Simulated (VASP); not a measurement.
# Na2S (Fm-3m) in VASP: a series of runs, part 2 of 3

VASP 6.6.1.

### 3 Single point, PBE

This run uses another cell than the first one, of 21.51 Å³/atom, 1.045 times its volume.

INCAR reads:

```
SYSTEM = Na2S
ALGO = Normal ; EDIFF = 1E-6
ENCUT = 500 ; GGA = PE
GGA_COMPAT = .False. ; ISIF = 2
ISMEAR = 0 ; LASPH = .True.
LCHARG = .True. ; LELF = .True.
LREAL = .False. ; LVHAR = .True.
LWAVE = .False. ; NBANDS = 17
NELM = 120 ; PREC = Accurate
SIGMA = 0.01
```

KPOINTS reads:

```
k-points
0
Gamma
  5 5 5
  0 0 0
```

POSCAR reads:

```
Na2S
1.0
    0.0000000000      3.1837695226      3.1837695226
    3.1837695226      0.0000000000      3.1837695226
    3.1837695226      3.1837695226      0.0000000000
Na S
2 1
Direct
    0.2500000000      0.2500000000      0.2500000000
    0.7500000000      0.7500000000      0.7500000000
    0.0000000000      0.0000000000      0.0000000000
```

Potentials or basis: VASP PAW PBE potentials, release 64 (Na_pv, S).

Launch:

```
cat potpaw_PBE.64/Na_pv/POTCAR potpaw_PBE.64/S/POTCAR > POTCAR
mpirun -np 1 vasp_std > vasp.out
```

OUTCAR:

```text
SYSTEM = Na2S
   EDIFF = 1E-6
   ENCUT = 500
   GGA = PE
   ISIF = 2
   ISMEAR = 0
   LASPH = .True.
   LREAL = .False.
   NELM = 120
   PREC = Accurate

 ion  position               nearest neighbor table
   1  0.250  0.250  0.250-   3 2.76   3 2.76   3 2.76   3 2.76
   2  0.750  0.750  0.750-   3 2.76   3 2.76   3 2.76   3 2.76
   3  0.000  0.000  0.000-   2 2.76   2 2.76   2 2.76   1 2.76   1 2.76   1 2.76   2 2.76   1 2.76

  LATTYP: Found a face centered cubic cell.
 ALAT       =     6.3675390452

  Lattice vectors:

 A1 = (   0.0000000000,   3.1837695226,   3.1837695226)
 A2 = (   3.1837695226,   0.0000000000,   3.1837695226)
 A3 = (   3.1837695226,   3.1837695226,   0.0000000000)

Analysis of symmetry for initial positions (statically):
=====================================================================
 Subroutine PRICEL returns:
 Original cell was already a primitive cell.

 Routine SETGRP: Setting up the symmetry group for a
 face centered cubic supercell.

 Subroutine GETGRP returns: Found 48 space group operations
 (whereof 48 operations were pure point group operations)
 out of a pool of 48 trial point group operations.

The static configuration has the point symmetry O_h .

Analysis of symmetry for dynamics (positions and initial velocities):
=====================================================================
 Subroutine PRICEL returns:
 Original cell was already a primitive cell.

 Routine SETGRP: Setting up the symmetry group for a
 face centered cubic supercell.

 Subroutine GETGRP returns: Found 48 space group operations
 (whereof 48 operations were pure point group operations)
 out of a pool of 48 trial point group operations.

The dynamic configuration has the point symmetry O_h .

 Subroutine INISYM returns: Found 48 space group operations
 (whereof 48 operations are pure point group operations),
 and found     1 'primitive' translations

----------------------------------------------------------------------------------------

                                     Primitive cell

  volume of cell :      64.5438

  direct lattice vectors                    reciprocal lattice vectors
     0.000000000  3.183769523  3.183769523    -0.157046544  0.157046544  0.157046544
     3.183769523  0.000000000  3.183769523     0.157046544 -0.157046544  0.157046544
     3.183769523  3.183769523  0.000000000     0.157046544  0.157046544 -0.157046544

  length of vectors
     4.502530038  4.502530038  4.502530038     0.272012593  0.272012593  0.272012593

  position of ions in fractional coordinates (direct lattice)
     0.250000000  0.250000000  0.250000000
     0.750000000  0.750000000  0.750000000
     0.000000000  0.000000000  0.000000000

  ion indices of the primitive-cell ions
   primitive index   ion index
                 1           1
                 2           2
                 3           3

----------------------------------------------------------------------------------------

 KPOINTS: k-points

Automatic generation of k-mesh.
 Grid dimensions read from file:
 generate k-points for:    5    5    5

 Generating k-lattice:

  Cartesian coordinates                     Fractional coordinates (reciprocal lattice)
    -0.031409309  0.031409309  0.031409309     0.200000000  0.000000000  0.000000000
     0.031409309 -0.031409309  0.031409309     0.000000000  0.200000000  0.000000000
     0.031409309  0.031409309 -0.031409309     0.000000000  0.000000000  0.200000000

  Length of vectors
     0.054402519  0.054402519  0.054402519

  Shift w.r.t. Gamma in fractional coordinates (k-lattice)
     0.000000000  0.000000000  0.000000000

 Subroutine IBZKPT returns following result:
 ===========================================

 Found     10 irreducible k-points:

 Following reciprocal coordinates:
            Coordinates               Weight
  0.000000  0.000000  0.000000      1.000000
  0.200000  0.000000  0.000000      8.000000
  0.400000  0.000000  0.000000      8.000000
  0.200000  0.200000  0.000000      6.000000
  0.400000  0.200000  0.000000     24.000000
 -0.400000  0.200000  0.000000     24.000000
 -0.200000  0.200000  0.000000     12.000000
  0.400000  0.400000  0.000000      6.000000
 -0.400000  0.400000  0.000000     12.000000
 -0.400000  0.400000  0.200000     24.000000
   k-points           NKPTS =     10   k-points in BZ     NKDIM =     10   number of bands    NBANDS=     17
   number of dos      NEDOS =    301   number of ions     NIONS =      3
   total plane-waves  NPLWV =  46656
   dimension x,y,z NGX =    36 NGY =   36 NGZ =   36
   dimension x,y,z NGXF=    72 NGYF=   72 NGZF=   72
   ions per type =               2   1
   NGX,Y,Z   is equivalent  to a cutoff of  13.29, 13.29, 13.29 a.u.
   NGXF,Y,Z  is equivalent  to a cutoff of  26.58, 26.58, 26.58 a.u.
 SYSTEM =  Na2S
   PREC   = accura    normal or accurate (medium, high low for compatibility)
   ISTART =      0    job   : 0-new  1-cont  2-samecut
   ICHARG =      2    charge: 1-file 2-atom 10-const
   ISPIN  =      1    spin polarized calculation?
   LNONCOLLINEAR =      F non collinear calculations
   LSORBIT =      F    spin-orbit coupling
   LASPH  =      T    aspherical Exc in radial PAW
   ENCUT  =  500.0 eV  36.75 Ry    6.06 a.u.   8.21  8.21  8.21*2*pi/ulx,y,z
   NELM   =    120;   NELMIN=  2; NELMDL= -5     # of ELM steps
   EDIFF  = 0.1E-05   stopping-criterion for ELM
   LREAL  =      F    real-space projection
   EDIFFG = 0.1E-04   stopping-criterion for IOM
   NSW    =      0    number of steps for IOM
   IBRION =     -1    ionic relax: 0-MD 1-quasi-New 2-CG
   NFREE  =      0    steps in history (QN), initial steepest desc. (CG)
   ISIF   =      2    stress and relaxation
   ISYM   =      2    0-nonsym 1-usesym 2-fastsym
   POTIM  = 0.5000    time-step for ionic-motion
   TEBEG  =    0.0;   TEEND  =   0.0 temperature during run
   PSTRESS=    0.0 pullay stress
   NELECT =      20.0000    total number of electrons
   NUPDOWN=      -1.0000    fix difference up-down
   EMIN   =  10.00;   EMAX   =-10.00  energy-range for DOS
   EFERMI =   0.00;   METHOD = LEGACY
   ISMEAR =     0;   SIGMA  =   0.01  broadening in eV -4-tet -1-fermi 0-gaus
   EFERMI_NEDOS =   21; number of points for ismear=-14 and -15
   IALGO  =     38    algorithm
   IMIX   =      4    mixing-type and parameters
     AMIX     =   0.40;   BMIX     =  1.00
     AMIX_MAG =   1.60;   BMIX_MAG =  1.00
  volume/ion in A,a.u.               =      21.51       145.19
  Fermi-wavevector in a.u.,A,eV,Ry     =   1.107813  2.093463 16.697752  1.227250
  Thomas-Fermi vector in A             =   2.244332
   LORBIT       =      0    0 simple, 1 ext, 2 COOP (PROOUT), +10 PAW based schemes
   GGA     = PE    functional components
   LHFCALC =     F    Hartree Fock is set to
   AEXX    =    0.0000 exact exchange contribution
   IVDW    =     0    specifies the selected vdW correction
   LEPSILON=     F    determine dielectric tensor
   LRPA    =     F    only Hartree local field effects (RPA)
 non-spin polarized calculation
 Gauss-broadening in eV      SIGMA  =   0.01
  energy-cutoff  :      500.00
  volume of cell :       64.54
 maximum number of plane-waves:      1654
 NGX is ok and might be reduce to    36
   NGX = 17   NGY = 17   NGZ = 17

 number of electron      20.0000006 magnetization

 Free energy of the ion-electron system (eV)
  ---------------------------------------------------
  ext. energy  EPLUGINS =         0.00000000
  ---------------------------------------------------
  free energy    TOTEN  =        -9.91579065 eV

  energy without entropy =       -9.91579065  energy(sigma->0) =       -9.91579065

 E-fermi :   0.6478     XC(G=0):  -8.1292

 val. band max:        0.5506433472   @ k =   0.0000   0.0000   0.0000
 cond. band min:       3.3121876851   @ k =   0.0000   0.0000   0.0000
 fundamental gap:      2.7615443379
 Fermi energy:         0.6478462798

 k-point     1 :       0.0000    0.0000    0.0000
  band No.  band energies     occupation
      1     -21.5303      2.00000
      2     -21.5303      2.00000
      3     -21.5303      2.00000
      4     -21.4612      2.00000
      5     -21.4612      2.00000
      6     -21.4612      2.00000
[... 9 lines left out ...]
     16      10.0910      0.00000
     17      12.2245      0.00000
[... 163 lines left out ...]
      1     -21.5543      2.00000
      2     -21.5470      2.00000
      3     -21.5121      2.00000
      4     -21.4855      2.00000
      5     -21.4546      2.00000
      6     -21.4494      2.00000
[... 9 lines left out ...]
     16      11.4968      0.00000
     17      13.6869      0.00000

------------------------ aborting loop because EDIFF is reached ----------------------------------------

  FORCE on cell =-STRESS in cart. coord.  units (eV):
  Direction    XX          YY          ZZ          XY          YZ          ZX
  --------------------------------------------------------------------------------------
  -------------------------------------------------------------------------------------
  Total        1.2934824      1.2934824      1.2934824      0.0000000      0.0000000      0.0000000
  in kB       32.1082215     32.1082215     32.1082215      0.0000000      0.0000000      0.0000000
  external PRESSURE =      32.1082215 kB  Pullay stress =       0.0000000 kB

 VOLUME and BASIS-vectors are now :
 -----------------------------------------------------------------------------
  energy-cutoff  :      500.00
  volume of cell :       64.54
      direct lattice vectors                 reciprocal lattice vectors
     0.000000000  3.183769523  3.183769523    -0.157046544  0.157046544  0.157046544
     3.183769523  0.000000000  3.183769523     0.157046544 -0.157046544  0.157046544
     3.183769523  3.183769523  0.000000000     0.157046544  0.157046544 -0.157046544

 POSITION                                       TOTAL-FORCE (eV/Angst)
 -----------------------------------------------------------------------------------
      1.59188      1.59188      1.59188         0.000000      0.000000      0.000000
      4.77565      4.77565      4.77565        -0.000000     -0.000000     -0.000000
      0.00000      0.00000      0.00000         0.000000     -0.000000      0.000000
 -----------------------------------------------------------------------------------
    total drift:                                0.000000      0.000000      0.000000

  FREE ENERGIE OF THE ION-ELECTRON SYSTEM (eV)
  ---------------------------------------------------
  free  energy   TOTEN  =        -9.9157906529 eV

  energy  without entropy=       -9.9157906529  energy(sigma->0) =       -9.91579065
```

OSZICAR:

```text
N       E                     dE             d eps       ncg     rms          rms(c)
DAV:   1     0.147751260285E+03    0.14775E+03   -0.10315E+04   340   0.119E+03
DAV:   2     0.226627667922E+00   -0.14752E+03   -0.14286E+03   348   0.327E+02
DAV:   3    -0.105742131856E+02   -0.10801E+02   -0.10730E+02   450   0.870E+01
DAV:   4    -0.107502138370E+02   -0.17600E+00   -0.17573E+00   412   0.119E+01
DAV:   5    -0.107541419508E+02   -0.39281E-02   -0.39278E-02   435   0.176E+00    0.380E+00
DAV:   6    -0.996302108884E+01    0.79112E+00   -0.15228E+00   448   0.567E+00    0.313E+00
DAV:   7    -0.990567034307E+01    0.57351E-01   -0.25923E-01   421   0.223E+00    0.204E+00
DAV:   8    -0.991445034821E+01   -0.87800E-02   -0.18097E-02   350   0.114E+00    0.514E-01
DAV:   9    -0.991438578947E+01    0.64559E-04   -0.17773E-03   402   0.319E-01    0.249E-01
DAV:  10    -0.991574330305E+01   -0.13575E-02   -0.16779E-03   346   0.228E-01    0.934E-02
DAV:  11    -0.991577672915E+01   -0.33426E-04   -0.63697E-05   364   0.838E-02    0.237E-02
DAV:  12    -0.991579257427E+01   -0.15845E-04   -0.41605E-05   348   0.277E-02    0.293E-02
DAV:  13    -0.991579101616E+01    0.15581E-05   -0.35783E-06   371   0.815E-03    0.111E-02
DAV:  14    -0.991579065287E+01    0.36328E-06   -0.81688E-07   269   0.366E-03
   1 F= -.99157907E+01 E0= -.99157907E+01  d E =-.125208E-44
```

Wall time 16 s (1 thread of Intel Xeon 6975P-C, shared host); peak memory 0.19 GiB.

What came out:

* Free energy: -9.9158 eV
* Pressure: 3.2 GPa
* Band gap on the k mesh: 2.76 eV, direct

PBE gaps usually lie below the measured ones, often by a third to a half.

### 4 Single point, PBE

This run uses another cell than the first one, of 22.45 Å³/atom, 1.091 times its volume.

INCAR reads:

```
PREC     = Accurate       # precision mode
ENCUT    = 500            # plane-wave cutoff, eV
EDIFF    = 1E-6           # SCF threshold, eV
ISMEAR   = 0              # smearing method
SIGMA    = 0.01           # smearing width, eV
LREAL    = False          # projectors in reciprocal space
LASPH    = True           # aspherical terms in the spheres
NELM     = 120            # most SCF steps
ALGO     = Normal         # electronic algorithm
ISIF     = 2              # what is computed and relaxed
LWAVE    = False          # write WAVECAR
LCHARG   = False          # write CHGCAR
GGA      = PE             # functional
NBANDS   = 17             # bands
GGA_COMPAT= False
```

KPOINTS reads:

```
regular mesh
0
Gamma
  5 5 5
```

POSCAR reads:

```
Na2S
1.0
    0.0000000000      3.2292580901      3.2292580901
    3.2292580901      0.0000000000      3.2292580901
    3.2292580901      3.2292580901      0.0000000000
Na S
2 1
Direct
    0.2500000000      0.2500000000      0.2500000000
    0.7500000000      0.7500000000      0.7500000000
    0.0000000000      0.0000000000      0.0000000000
```

Launch:

```
cat potpaw_PBE.64/Na_pv/POTCAR potpaw_PBE.64/S/POTCAR > POTCAR
mpirun -np 1 vasp_std > vasp.out
```

It took 18 s on 1 thread of Intel Xeon 6975P-C, shared host; peak memory 0.19 GiB.

It converged, with:

```yaml
Free_energy: -9.9581 eV
Pressure: 1.6 GPa
Band_gap_on_the_k_mesh: 2.61 eV, direct
```

Levels at points of the mesh, in eV from the valence-band top:
| k point | band 6 | band 7 | band 8 | band 9 | band 10 | band 11 | band 12 | band 13 | band 14 | band 15 |
| --- | --- | --- | --- | --- | --- | --- | --- | --- | --- | --- |
| (0.00, 0.00, 0.00) | -22.10 | -10.20 | 0.00 | 0.00 | 0.00 | 2.61 | 7.87 | 7.87 | 7.87 | 9.44 |

### 5 Single point, PBE

This run uses another cell than the first one, of 24.32 Å³/atom, 1.182 times its volume.

INCAR reads:

```
  ALGO = Normal
  EDIFF = 1E-6
  ENCUT = 500
  GGA = PE
  GGA_COMPAT = F
  ISIF = 2
  ISMEAR = 0
  LASPH = T
  LCHARG = T
  LELF = T
  LREAL = F
  LVHAR = T
  LWAVE = F
  NBANDS = 17
  NELM = 120
  PREC = Accurate
  SIGMA = 0.01
```

KPOINTS reads:

```
k-points
0
Gamma
  5 5 5
```

POSCAR reads:

```
Na2S
1.0
    0.0000000000      3.3165773084      3.3165773084
    3.3165773084      0.0000000000      3.3165773084
    3.3165773084      3.3165773084      0.0000000000
Na S
2 1
Direct
    0.2500000000      0.2500000000      0.2500000000
    0.7500000000      0.7500000000      0.7500000000
    0.0000000000      0.0000000000      0.0000000000
```

Launch:

```
cat potpaw_PBE.64/Na_pv/POTCAR potpaw_PBE.64/S/POTCAR > POTCAR
mpirun -np 1 vasp_std > vasp.out
```

It took 16 s on 1 thread of Intel Xeon 6975P-C, shared host; peak memory 0.2 GiB.

The run converged. Its results:

| Quantity | Value |
| --- | --- |
| Free energy | -9.9708 eV |
| Pressure | -0.8 GPa |
| Band gap on the k mesh | 2.35 eV, direct |

Levels at points of the mesh, in eV from the valence-band top:
```csv
k point,band 7,band 8,band 9,band 10,band 11,band 12,band 13,band 14
"(0.00, 0.00, 0.00)",-10.09,0.00,0.00,0.00,2.35,7.60,7.60,7.60
```

[end of part 2 of 3]
